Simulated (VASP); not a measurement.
Here is a VASP 6.6.1 calculation.

File INCAR:

```
SYSTEM = TiC
PREC = Accurate
ENCUT = 520
EDIFF = 1E-6
ISMEAR = 0
SIGMA = 0.1
LREAL = .FALSE.
LASPH = .TRUE.
NELM = 60
ALGO = Normal
ISIF = 2
LWAVE = .FALSE.
LCHARG = .FALSE.
GGA = PE
NBANDS = 15
```

Contents of KPOINTS:

```
regular mesh
0
G
  14 14 14
  0 0 0
```

File POSCAR:

```
TiC
1.0
    0.0349918800      2.0860960000      2.1425547600
    2.2368186000     -0.0319406400      2.2094872800
    2.2677854400      2.1839953600     -0.0629074800
Ti C
1 1
Direct
   -0.0528049908      0.0318530499      0.0787569316
    0.5528049908      0.4681469501      0.4212430684
```

Potentials or basis: VASP PAW PBE potentials, release 64 (Ti_sv, C).

Launch:

```console
$ cat potpaw_PBE.64/Ti_sv/POTCAR potpaw_PBE.64/C/POTCAR > POTCAR
$ mpirun -np 1 vasp_std > vasp.out
```

(1) Estimate the band gap on the k mesh.

(2) Estimate the pressure.

(3) Estimate the largest force.

Results:

(1) zero (bands 8 and 9 overlap by 0.44 eV).

(2) 20.1 GPa.

(3) 6.102 eV/Å.

Caveat: the cell differs from its parent crystal (atoms moved at random and the cell strained at random); the stress differs along the axes, from -4 to 58 GPa; forces of over 1 eV/Å act on the atoms, so gaps and moduli don't describe the material at rest.
